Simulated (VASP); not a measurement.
# SnSe2 (P-3m1) in VASP: a series of runs, part 2 of 2

VASP 6.6.1. The steps go on from the part before.

## (3) Single point, PBEsol

This run uses another cell than the first one, of 25.89 Å³/atom, 0.937 times its volume.

INCAR

```
SYSTEM = SnSe2
PREC = Accurate
ENCUT = 520
EDIFF = 1E-6
ISMEAR = 0
SIGMA = 0.02
LREAL = .False.
LASPH = .True.
NELM = 100
ALGO = Normal
ISIF = 2
LWAVE = .False.
LCHARG = .False.
GGA = PS
NBANDS = 20
```

KPOINTS

```
regular mesh
0
Gamma
  12 12 4
  0 0 0
```

POSCAR

```
SnSe2
1.0
    3.8174487323      0.0000000000      0.0000000000
   -1.9087243662      3.3060075798      0.0000000000
    0.0000000000      0.0000000000      6.1546758477
Sn Se
1 2
Direct
    0.0000000000      0.0000000000      0.0000000000
    0.6666666667      0.3333333333      0.7421700582
    0.3333333333      0.6666666667      0.2578299418
```

Potentials or basis: VASP PAW PBE potentials, release 64 (Sn_d, Se).

Run with:

```sh
cat potpaw_PBE.64/Sn_d/POTCAR potpaw_PBE.64/Se/POTCAR > POTCAR
mpirun -np 1 vasp_std > vasp.out
```

OUTCAR:

```text
SYSTEM = SnSe2
   PREC = Accurate
   ENCUT = 520
   EDIFF = 1E-6
   ISMEAR = 0
   LREAL = .False.
   LASPH = .True.
   NELM = 100
   ISIF = 2
   GGA = PS

 ion  position               nearest neighbor table
   1  0.000  0.000  0.000-   2 2.72   3 2.72   2 2.72   3 2.72   2 2.72   3 2.72
   2  0.667  0.333  0.742-   1 2.72   1 2.72   1 2.72
   3  0.333  0.667  0.258-   1 2.72   1 2.72   1 2.72

  LATTYP: Found a hexagonal cell.
 ALAT       =     3.8174487323
 C/A-ratio  =     1.6122484621

  Lattice vectors:

 A1 = (   3.8174487323,   0.0000000000,   0.0000000000)
 A2 = (  -1.9087243662,   3.3060075798,   0.0000000000)
 A3 = (   0.0000000000,   0.0000000000,   6.1546758477)

Analysis of symmetry for initial positions (statically):
=====================================================================
 Subroutine PRICEL returns:
 Original cell was already a primitive cell.

 Routine SETGRP: Setting up the symmetry group for a
 hexagonal supercell.

 Subroutine GETGRP returns: Found 12 space group operations
 (whereof 12 operations were pure point group operations)
 out of a pool of 24 trial point group operations.

The static configuration has the point symmetry D_3d.

Analysis of symmetry for dynamics (positions and initial velocities):
=====================================================================
 Subroutine PRICEL returns:
 Original cell was already a primitive cell.

 Routine SETGRP: Setting up the symmetry group for a
 hexagonal supercell.

 Subroutine GETGRP returns: Found 12 space group operations
 (whereof 12 operations were pure point group operations)
 out of a pool of 24 trial point group operations.

The dynamic configuration has the point symmetry D_3d.

 Subroutine INISYM returns: Found 12 space group operations
 (whereof 12 operations are pure point group operations),
 and found     1 'primitive' translations
[... 105 lines left out ...]
   POTIM  = 0.5000    time-step for ionic-motion
   TEBEG  =    0.0;   TEEND  =   0.0 temperature during run
   PSTRESS=    0.0 pullay stress
   NELECT =      26.0000    total number of electrons
   NUPDOWN=      -1.0000    fix difference up-down
   EMIN   =  10.00;   EMAX   =-10.00  energy-range for DOS
   EFERMI =   0.00;   METHOD = LEGACY
   ISMEAR =     0;   SIGMA  =   0.02  broadening in eV -4-tet -1-fermi 0-gaus
   EFERMI_NEDOS =   21; number of points for ismear=-14 and -15
   IALGO  =     38    algorithm
   IMIX   =      4    mixing-type and parameters
     AMIX     =   0.40;   BMIX     =  1.00
     AMIX_MAG =   1.60;   BMIX_MAG =  1.00
  volume/ion in A,a.u.               =      25.89       174.73
  Fermi-wavevector in a.u.,A,eV,Ry     =   1.136681  2.148015 17.579316  1.292043
  Thomas-Fermi vector in A             =   2.273386
   LORBIT       =      0    0 simple, 1 ext, 2 COOP (PROOUT), +10 PAW based schemes
   GGA     = PS    functional components
   LHFCALC =     F    Hartree Fock is set to
   AEXX    =    0.0000 exact exchange contribution
   IVDW    =     0    specifies the selected vdW correction
   LEPSILON=     F    determine dielectric tensor
   LRPA    =     F    only Hartree local field effects (RPA)
 non-spin polarized calculation
 Gauss-broadening in eV      SIGMA  =   0.02
  energy-cutoff  :      520.00
  volume of cell :       77.68
 maximum number of plane-waves:      2121
   NGX = 15   NGY = 15   NGZ = 23

 number of electron      26.0000005 magnetization

 Free energy of the ion-electron system (eV)
  ---------------------------------------------------
  ext. energy  EPLUGINS =         0.00000000
  ---------------------------------------------------
  free energy    TOTEN  =       -12.98414789 eV

  energy without entropy =      -12.98414789  energy(sigma->0) =      -12.98414789

 E-fermi :   4.1675     XC(G=0):  -9.6546

 val. band max:        4.0530717822   @ k =   0.0833   0.0833   0.0000
 cond. band min:       4.6516597914   @ k =   0.0000   0.4167   0.2500
 fundamental gap:      0.5985880091
 Fermi energy:         4.1675315026

 k-point     1 :       0.0000    0.0000    0.0000
  band No.  band energies     occupation
      1     -17.1313      2.00000
      2     -17.1313      2.00000
      3     -17.0936      2.00000
      4     -17.0812      2.00000
      5     -17.0812      2.00000
      6      -9.8348      2.00000
[... 541 lines left out ...]
     19      11.8835      0.00000
     20      12.8542      0.00000

 [... further k-points ...]
[... 5 lines left out ...]
  --------------------------------------------------------------------------------------
  -------------------------------------------------------------------------------------
  Total        0.0536913      0.0536913      0.0582342     -0.0000000     -0.0000000      0.0000000
  in kB        1.1074713      1.1074713      1.2011759     -0.0000000     -0.0000000      0.0000000
  external PRESSURE =       1.1387062 kB  Pullay stress =       0.0000000 kB

 VOLUME and BASIS-vectors are now :
 -----------------------------------------------------------------------------
  energy-cutoff  :      520.00
  volume of cell :       77.68
      direct lattice vectors                 reciprocal lattice vectors
     3.817448732  0.000000000  0.000000000     0.261955057  0.151239823  0.000000000
    -1.908724366  3.306007580  0.000000000     0.000000000  0.302479645  0.000000000
     0.000000000  0.000000000  6.154675848     0.000000000  0.000000000  0.162478094

 POSITION                                       TOTAL-FORCE (eV/Angst)
 -----------------------------------------------------------------------------------
      0.00000      0.00000      0.00000         0.000000      0.000000      0.000000
      1.90872      1.10200      4.56782        -0.000000      0.000000     -0.022020
     -0.00000      2.20401      1.58686         0.000000     -0.000000      0.022020
 -----------------------------------------------------------------------------------
    total drift:                               -0.000000     -0.000000      0.000000

  FREE ENERGIE OF THE ION-ELECTRON SYSTEM (eV)
  ---------------------------------------------------
  free  energy   TOTEN  =       -12.9841478882 eV

  energy  without entropy=      -12.9841478882  energy(sigma->0) =      -12.98414789
```

stdout:

```text
POSCAR found type information on POSCAR SnSe
 POSCAR found :  2 types and       3 ions
 scaLAPACK will be used
 -----------------------------------------------------------------------------
|                                                                             |
|                                                                             |
|     You enforced a specific xc type in the INCAR file but a different       |
|     I HOPE YOU KNOW WHAT YOU ARE DOING!                                     |
|                                                                             |
 -----------------------------------------------------------------------------

 LDA part: xc-table for (Slater+PW92), standard interpolation
 POSCAR, INCAR and KPOINTS ok, starting setup
 FFT: planning ... GRIDC
 FFT: planning ... GRID_SOFT
 FFT: planning ... GRID
 WAVECAR not read
 entering main loop
```

Wall time 54 s (1 thread of Intel Xeon Platinum 8488C (Sapphire Rapids), shared host); peak memory 0.25 GiB.

Results:

* Free energy: -12.9841 eV
* Pressure: 0.1 GPa
* Largest force: 0.022 eV/Å
* Band gap on the k mesh: 0.60 eV, indirect (least direct gap 0.99 eV)

Forces in eV/Å, atoms in the order of the input:
```
Sn   0.000  0.000  0.000
Se   0.000  0.000 -0.022
Se   0.000  0.000  0.022
```

Caveat: the PAW data sets were made with another functional, which shifts forces and pressure a little; spin-orbit coupling is left out, which moves the levels of the heavy elements; this functional lacks dispersion, which binds the layers, so the pressure and a relaxed spacing across them are unreliable. A k mesh can miss the band edges.

## (4) Single point, PBEsol

This run uses another cell than the first one, of 25.89 Å³/atom, 0.937 times its volume.

INCAR is that of step 3.

KPOINTS is that of step 3.

POSCAR

```
SnSe2
1.0
    3.8174487349      0.0000000000      0.0000000000
   -1.9087243674      3.3060075820      0.0000000000
    0.0000000000      0.0000000000      6.1546758455
Sn Se
1 2
Direct
    0.0000000000      0.0000000000      0.0000000000
    0.6666666667      0.3333333333      0.7421700586
    0.3333333333      0.6666666667      0.2578299414
```

Run with:

```sh
cat potpaw_PBE.64/Sn_d/POTCAR potpaw_PBE.64/Se/POTCAR > POTCAR
mpirun -np 1 vasp_std > vasp.out
```

It took 31 s on 1 thread of Intel Xeon 6975P-C (Granite Rapids), shared host; peak memory 0.25 GiB.

Results (log left out):

| Quantity | Value |
| --- | --- |
| Free energy | -12.9841 eV |
| Pressure | 0.1 GPa |
| Largest force | 0.022 eV/Å |
| Band gap on the k mesh | 0.60 eV, indirect (least direct gap 0.99 eV) |

Forces on the atoms (eV/Å):
```
Sn   0.000  0.000  0.000
Se   0.000  0.000 -0.022
Se   0.000  0.000  0.022
```

Levels at points of the mesh, in eV from the valence-band top:
| k point | band 9 | band 10 | band 11 | band 12 | band 13 | band 14 | band 15 | band 16 | band 17 | band 18 |
| --- | --- | --- | --- | --- | --- | --- | --- | --- | --- | --- |
| (0.00, 0.00, 0.00) | -0.60 | -0.60 | -0.36 | -0.36 | -0.14 | 0.85 | 2.94 | 4.56 | 4.56 | 7.96 |
| (0.50, 0.00, 0.00) | -4.41 | -3.07 | -2.55 | -1.46 | -0.30 | 1.10 | 3.57 | 5.11 | 5.12 | 6.78 |
| (0.00, 0.00, 0.50) | -2.30 | -0.72 | -0.72 | -0.17 | -0.17 | 2.43 | 2.83 | 4.26 | 4.26 | 7.61 |
| (0.50, 0.00, 0.50) | -4.93 | -2.33 | -2.06 | -0.95 | -0.77 | 0.62 | 3.94 | 4.55 | 5.64 | 6.03 |

Caveat: the PAW data sets were made with another functional, which shifts forces and pressure a little; spin-orbit coupling is left out, which moves the levels of the heavy elements; this functional lacks dispersion, which binds the layers, so the pressure and a relaxed spacing across them are unreliable. A k mesh can miss the band edges.
